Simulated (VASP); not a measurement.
# CsRu (P1) in VASP: further runs

Aim: see how the results for CsRu move with the level of theory and the settings. Levels: LDA, PBE. Tasks: single point.

Everything below comes from runs of VASP 6.6.1. Logs are shortened: lines on timing, memory, paths and dates and some standing lists are left out, and cuts for length are marked.

## 1. The cell of the first run

The typed cell holds 2 atoms: a = 4.176 Å, b = 4.176 Å, c = 4.524 Å, α = 90.00°, β = 90.00°, γ = 120.00°.

## 2. Single point, LDA

INCAR

```
SYSTEM = CsRu
PREC     = Accurate       ! precision mode
ENCUT    = 520            ! plane-wave cutoff, eV
EDIFF    = 1E-7           ! SCF threshold, eV
ISMEAR   = 1              ! smearing method
SIGMA    = 0.1            ! smearing width, eV
LREAL    = .False.        ! projectors in reciprocal space
LASPH    = .True.         ! aspherical terms in the spheres
NELM     = 100            ! most SCF steps
ALGO     = Fast           ! electronic algorithm
ISIF     = 2              ! what is computed and relaxed
LWAVE    = .False.        ! write WAVECAR
LCHARG   = .True.         ! write CHGCAR
LELF     = .True.         ! ELF
LVHAR    = .True.       
NBANDS   = 18             ! bands
```

KPOINTS

```
regular mesh
0
Gamma
  5 5 4
  0 0 0
```

POSCAR

```
CsRu
1.0
    4.1756000900      0.0000000000      0.0000000000
   -2.0878000500      3.6161757600      0.0000000000
    0.0000000000      0.0000000000      4.5241393300
Cs Ru
1 1
Direct
   -0.0112100000     -0.0023170000      0.0400830000
    0.3354210000      0.6848380000      0.4922730000
```

Potentials or basis: VASP PAW LDA potentials, release 64 (Cs_sv, Ru_pv).

Started as:

```console
$ cat potpaw_LDA.64/Cs_sv/POTCAR potpaw_LDA.64/Ru_pv/POTCAR > POTCAR
$ mpirun -np 1 vasp_std > vasp.out
```

OUTCAR:

```text
SYSTEM = CsRu
   PREC = Accurate
   ENCUT = 520
   EDIFF = 1E-7
   ISMEAR = 1
   LREAL = .False.
   LASPH = .True.
   NELM = 100
   ISIF = 2

 ion  position               nearest neighbor table
   1  0.989  0.998  0.040-   2 3.13   2 3.14   2 3.22
   2  0.335  0.685  0.492-   1 3.13   1 3.14   1 3.22

  LATTYP: Found a hexagonal cell.
 ALAT       =     4.1756000900
 C/A-ratio  =     1.0834704551

  Lattice vectors:

 A1 = (   4.1756000900,   0.0000000000,   0.0000000000)
 A2 = (  -2.0878000500,   3.6161757600,   0.0000000000)
 A3 = (   0.0000000000,   0.0000000000,   4.5241393300)

Analysis of symmetry for initial positions (statically):
=====================================================================
 Subroutine PRICEL returns:
 Original cell was already a primitive cell.

 Routine SETGRP: Setting up the symmetry group for a
 hexagonal supercell.

 Subroutine GETGRP returns: Found  1 space group operations
 (whereof  1 operations were pure point group operations)
 out of a pool of 24 trial point group operations.

The static configuration has the point symmetry C_1 .

Analysis of symmetry for dynamics (positions and initial velocities):
=====================================================================
 Subroutine PRICEL returns:
 Original cell was already a primitive cell.

 Routine SETGRP: Setting up the symmetry group for a
 hexagonal supercell.

 Subroutine GETGRP returns: Found  1 space group operations
 (whereof  1 operations were pure point group operations)
 out of a pool of 24 trial point group operations.

The dynamic configuration has the point symmetry C_1 .

 Subroutine INISYM returns: Found  1 space group operations
 (whereof  1 operations are pure point group operations),
 and found     1 'primitive' translations

----------------------------------------------------------------------------------------

                                     Primitive cell

  volume of cell :      68.3132

  direct lattice vectors                    reciprocal lattice vectors
     4.175600090  0.000000000  0.000000000     0.239486536  0.138267616  0.000000000
    -2.087800050  3.616175760  0.000000000     0.000000000  0.276535231  0.000000000
     0.000000000  0.000000000  4.524139330     0.000000000  0.000000000  0.221036517

  length of vectors
     4.175600090  4.175600098  4.524139330     0.276535232  0.276535231  0.221036517

  position of ions in fractional coordinates (direct lattice)
     0.988790000  0.997683000  0.040083000
     0.335421000  0.684838000  0.492273000

  ion indices of the primitive-cell ions
   primitive index   ion index
                 1           1
                 2           2

----------------------------------------------------------------------------------------

 KPOINTS: regular mesh

Automatic generation of k-mesh.
 Grid dimensions read from file:
 generate k-points for:    5    5    4

 Generating k-lattice:

  Cartesian coordinates                     Fractional coordinates (reciprocal lattice)
     0.047897307  0.027653523  0.000000000     0.200000000 -0.000000000  0.000000000
     0.000000000  0.055307046  0.000000000     0.000000000  0.200000000  0.000000000
     0.000000000  0.000000000  0.055259129     0.000000000  0.000000000  0.250000000

  Length of vectors
     0.055307046  0.055307046  0.055259129

  Shift w.r.t. Gamma in fractional coordinates (k-lattice)
     0.000000000  0.000000000  0.000000000

 Subroutine IBZKPT returns following result:
 ===========================================

 Found     51 irreducible k-points:

 Following reciprocal coordinates:
            Coordinates               Weight
  0.000000  0.000000  0.000000      1.000000
  0.200000  0.000000  0.000000      2.000000
  0.000000  0.200000  0.000000      2.000000
 -0.200000  0.200000  0.000000      2.000000
  0.400000 -0.000000  0.000000      2.000000
  0.000000  0.400000  0.000000      2.000000
[... 16 lines left out ...]
 -0.400000  0.400000  0.250000      2.000000
 -0.400000  0.000000  0.250000      2.000000
 [... further k-points ...]
   k-points           NKPTS =     51   k-points in BZ     NKDIM =     51   number of bands    NBANDS=     18
   number of dos      NEDOS =    301   number of ions     NIONS =      2
   total plane-waves  NPLWV =  36864
   dimension x,y,z NGX =    32 NGY =   32 NGZ =   36
   dimension x,y,z NGXF=    64 NGYF=   64 NGZF=   72
   ions per type =               1   1
   NGX,Y,Z   is equivalent  to a cutoff of  12.74, 12.74, 13.23 a.u.
   NGXF,Y,Z  is equivalent  to a cutoff of  25.48, 25.48, 26.46 a.u.
 SYSTEM =  CsRu
   PREC   = accura    normal or accurate (medium, high low for compatibility)
   ISTART =      0    job   : 0-new  1-cont  2-samecut
   ICHARG =      2    charge: 1-file 2-atom 10-const
   ISPIN  =      1    spin polarized calculation?
   LNONCOLLINEAR =      F non collinear calculations
   LSORBIT =      F    spin-orbit coupling
   LASPH  =      T    aspherical Exc in radial PAW
   ENCUT  =  520.0 eV  38.22 Ry    6.18 a.u.   7.76  7.76  8.41*2*pi/ulx,y,z
   NELM   =    100;   NELMIN=  2; NELMDL= -5     # of ELM steps
   EDIFF  = 0.1E-06   stopping-criterion for ELM
   LREAL  =      F    real-space projection
   EDIFFG = 0.1E-05   stopping-criterion for IOM
   NSW    =      0    number of steps for IOM
   IBRION =     -1    ionic relax: 0-MD 1-quasi-New 2-CG
   NFREE  =      0    steps in history (QN), initial steepest desc. (CG)
   ISIF   =      2    stress and relaxation
   ISYM   =      2    0-nonsym 1-usesym 2-fastsym
   POTIM  = 0.5000    time-step for ionic-motion
   TEBEG  =    0.0;   TEEND  =   0.0 temperature during run
   PSTRESS=    0.0 pullay stress
   NELECT =      23.0000    total number of electrons
   NUPDOWN=      -1.0000    fix difference up-down
   EMIN   =  10.00;   EMAX   =-10.00  energy-range for DOS
   EFERMI =   0.00;   METHOD = LEGACY
   ISMEAR =     1;   SIGMA  =   0.10  broadening in eV -4-tet -1-fermi 0-gaus
   EFERMI_NEDOS =   21; number of points for ismear=-14 and -15
   IALGO  =     68    algorithm
   IMIX   =      4    mixing-type and parameters
     AMIX     =   0.40;   BMIX     =  1.00
     AMIX_MAG =   1.60;   BMIX_MAG =  1.00
  volume/ion in A,a.u.               =      34.16       230.50
  Fermi-wavevector in a.u.,A,eV,Ry     =   1.138892  2.152194 17.647785  1.297076
  Thomas-Fermi vector in A             =   2.275596
   LORBIT       =      0    0 simple, 1 ext, 2 COOP (PROOUT), +10 PAW based schemes
   GGA     = CA    functional components
   LHFCALC =     F    Hartree Fock is set to
   AEXX    =    0.0000 exact exchange contribution
   IVDW    =     0    specifies the selected vdW correction
   LEPSILON=     F    determine dielectric tensor
   LRPA    =     F    only Hartree local field effects (RPA)
 non-spin polarized calculation
 RMM-DIIS sequential band-by-band and
 Methfessel and Paxton  Order N= 1 SIGMA  =   0.10
  energy-cutoff  :      520.00
  volume of cell :       68.31
 maximum number of plane-waves:      1871
   NGX = 15   NGY = 15   NGZ = 17

 number of electron      23.0000001 magnetization

 Free energy of the ion-electron system (eV)
  ---------------------------------------------------
  ext. energy  EPLUGINS =         0.00000000
  ---------------------------------------------------
  free energy    TOTEN  =        -6.37381497 eV

  energy without entropy =       -6.36373864  energy(sigma->0) =       -6.37045619

 E-fermi :   2.9903     XC(G=0):  -9.4135

 val. band max:        2.9792223659   @ k =   0.0000  -0.2000   0.2500
 cond. band min:       2.9979794188   @ k =  -0.4000   0.4000   0.2500
 fundamental gap:      0.0187570529
 Fermi energy:         2.9903265134

 k-point     1 :       0.0000    0.0000    0.0000
  band No.  band energies     occupation
      1     -37.9878      2.00000
      2     -37.9790      2.00000
      3     -37.8215      2.00000
      4     -18.7734      2.00000
      5      -5.5543      2.00000
      6      -5.1521      2.00000
[... 10 lines left out ...]
     17       9.7215      0.00000
     18      10.8561      0.00000

 k-point     2 :       0.2000    0.0000    0.0000
  band No.  band energies     occupation
      1     -37.9893      2.00000
      2     -37.9797      2.00000
      3     -37.8213      2.00000
      4     -18.7257      2.00000
      5      -5.6522      2.00000
      6      -5.5186      2.00000
[... 10 lines left out ...]
     17       8.2255      0.00000
     18      10.9088      0.00000

 k-point     3 :       0.0000    0.2000    0.0000
  band No.  band energies     occupation
      1     -37.9882      2.00000
      2     -37.9807      2.00000
      3     -37.8213      2.00000
      4     -18.7262      2.00000
      5      -5.6296      2.00000
      6      -5.5136      2.00000
[... 10 lines left out ...]
     17       8.2361      0.00000
     18      11.0310      0.00000

 k-point     4 :      -0.2000    0.2000    0.0000
  band No.  band energies     occupation
      1     -37.9892      2.00000
      2     -37.9798      2.00000
      3     -37.8213      2.00000
      4     -18.7257      2.00000
      5      -5.6482      2.00000
      6      -5.5182      2.00000
[... 375 lines left out ...]
      4     -18.6345      2.00000
      5      -6.2207      2.00000
      6      -5.6940      2.00000
[... 10 lines left out ...]
     17       8.3340      0.00000
     18      11.2604      0.00000

 k-point    23 :      -0.4000    0.4000    0.2500
  band No.  band energies     occupation
      1     -37.9915      2.00000
      2     -37.9809      2.00000
      3     -37.8215      2.00000
      4     -18.6343      2.00000
      5      -6.2428      2.00000
      6      -5.6953      2.00000
[... 10 lines left out ...]
     17       8.2496      0.00000
     18      11.0380      0.00000

 k-point    24 :      -0.4000    0.0000    0.2500
  band No.  band energies     occupation
      1     -37.9917      2.00000
      2     -37.9807      2.00000
      3     -37.8215      2.00000
      4     -18.6342      2.00000
      5      -6.2463      2.00000
      6      -5.6932      2.00000
[... 10 lines left out ...]
     17       8.2441      0.00000
     18      11.2638      0.00000

 [... further k-points ...]

------------------------ aborting loop because EDIFF is reached ----------------------------------------

  FORCE on cell =-STRESS in cart. coord.  units (eV):
  Direction    XX          YY          ZZ          XY          YZ          ZX
  --------------------------------------------------------------------------------------
  -------------------------------------------------------------------------------------
  Total       -3.4869905     -3.4756059     -1.9892149     -0.0010246      0.0375994      0.0039061
  in kB      -81.7818528    -81.5148459    -46.6538927     -0.0240303      0.8818350      0.0916116
  external PRESSURE =     -69.9835304 kB  Pullay stress =       0.0000000 kB

 VOLUME and BASIS-vectors are now :
 -----------------------------------------------------------------------------
  energy-cutoff  :      520.00
  volume of cell :       68.31
      direct lattice vectors                 reciprocal lattice vectors
     4.175600090  0.000000000  0.000000000     0.239486536  0.138267616  0.000000000
    -2.087800050  3.616175760  0.000000000     0.000000000  0.276535231  0.000000000
     0.000000000  0.000000000  4.524139330     0.000000000  0.000000000  0.221036517

 POSITION                                       TOTAL-FORCE (eV/Angst)
 -----------------------------------------------------------------------------------
      2.04583      3.60780      0.18134        -0.007473     -0.050752     -0.076552
     -0.02922      2.47649      2.22711         0.007473      0.050752      0.076552
 -----------------------------------------------------------------------------------
    total drift:                               -0.000033     -0.000012      0.000553

  FREE ENERGIE OF THE ION-ELECTRON SYSTEM (eV)
  ---------------------------------------------------
  free  energy   TOTEN  =        -6.3738149667 eV

  energy  without entropy=       -6.3637386440  energy(sigma->0) =       -6.37045619
```

Wall time 53 s (1 thread of Intel Xeon Platinum 8259CL at 2.50GHz (Skylake/Cascade Lake), shared host); peak memory 0.2 GiB.

What came out:

| Property | Result |
| --- | --- |
| Free energy | -6.3738 eV |
| Pressure | -7.0 GPa |
| Largest force | 0.092 eV/Å |
| Band gap on the k mesh | zero (an odd number of electrons rules out a gap without spin polarisation) |

Forces in eV/Å, atoms in the order of the input:
```
Cs  -0.007 -0.051 -0.077
Ru   0.007  0.051  0.077
```

Caveat: the cell stands under tension; spin-orbit coupling is left out, which moves the levels of the heavy elements.

## 3. Single point, PBE

INCAR

```
PREC = Accurate
ENCUT = 520
EDIFF = 1E-6
ISMEAR = 1
SIGMA = 0.05
LREAL = F
LASPH = T
NELM = 100
ALGO = Normal
ISIF = 2
LWAVE = F
LCHARG = F
GGA = PE
NBANDS = 18
```

KPOINTS

```
regular mesh
0
Gamma
  5 5 4
```

POSCAR is that of step 2.

Potentials or basis: VASP PAW PBE potentials, release 64 (Cs_sv, Ru_pv).

Started as:

```console
$ cat potpaw_PBE.64/Cs_sv/POTCAR potpaw_PBE.64/Ru_pv/POTCAR > POTCAR
$ mpirun -np 1 vasp_std > vasp.out
```

It took 35 s on 1 thread of Intel Xeon Platinum 8259CL at 2.50GHz (Skylake/Cascade Lake), shared host; peak memory 0.22 GiB.

The run converged. Its results:

```yaml
Free_energy: -5.0639 eV
Pressure: -3.5 GPa
Largest_force: 0.183 eV/Å
Band_gap_on_the_k_mesh: zero (an odd number of electrons rules out a gap without spin polarisation)
```

Forces in eV/Å, atoms in the order of the input:
```
Cs  -0.006 -0.033 -0.180
Ru   0.006  0.033  0.180
```

Stress tensor (GPa, compression positive):
```
-4.88  0.01  0.00
 0.01 -5.05  0.04
 0.00  0.04 -0.47
```

Levels at points of the mesh, in eV from the Fermi level:
```tsv
k point	band 8	band 9	band 10	band 11	band 12	band 13	band 14	band 15
(0.00, 0.00, 0.00)	-2.19	-1.16	-0.41	-0.38	-0.33	-0.25	3.72	4.37
(0.00, 0.00, 0.50)	-0.72	-0.69	-0.62	-0.41	-0.34	0.80	1.10	5.90
```

Caveat: the cell stands under tension; spin-orbit coupling is left out, which moves the levels of the heavy elements.

## 4. Single point, PBE

INCAR

```
ALGO = Fast
EDIFF = 1E-7
ENCUT = 520
GGA = PE
ISIF = 2
ISMEAR = 1
LASPH = True
LCHARG = True
LELF = True
LREAL = False
LVHAR = True
LWAVE = False
NBANDS = 18
NELM = 60
PREC = Accurate
SIGMA = 0.025
```

KPOINTS

```
k-points
0
Gamma
  5 5 4
```

POSCAR is that of step 3.

Started as:

```console
$ cat potpaw_PBE.64/Cs_sv/POTCAR potpaw_PBE.64/Ru_pv/POTCAR > POTCAR
$ mpirun -np 1 vasp_std > vasp.out
```

It took 47 s on 1 thread of Intel Xeon Platinum 8259CL at 2.50GHz (Skylake/Cascade Lake), shared host; peak memory 0.22 GiB.

The run converged. Its results:

```
Free energy            : -5.0627 eV
Pressure               : -3.5 GPa
Largest force          : 0.189 eV/Å
Band gap on the k mesh : zero (an odd number of electrons rules out a gap without spin polarisation)
```

Forces on the atoms (eV/Å):
```
Cs  -0.005 -0.035 -0.186
Ru   0.005  0.035  0.186
```

Stress tensor (GPa, compression positive):
```
-4.89  0.01  0.00
 0.01 -5.05  0.02
 0.00  0.02 -0.49
```

Levels at points of the mesh, in eV from the Fermi level:
```csv
k point,band 9,band 10,band 11,band 12,band 13,band 14
"(0.00, 0.00, 0.00)",-1.16,-0.42,-0.38,-0.33,-0.25,3.72
"(0.00, 0.00, 0.50)",-0.70,-0.62,-0.41,-0.34,0.79,1.09
```

Caveat: the cell stands under tension; spin-orbit coupling is left out, which moves the levels of the heavy elements.

[end of part 1 of 2]
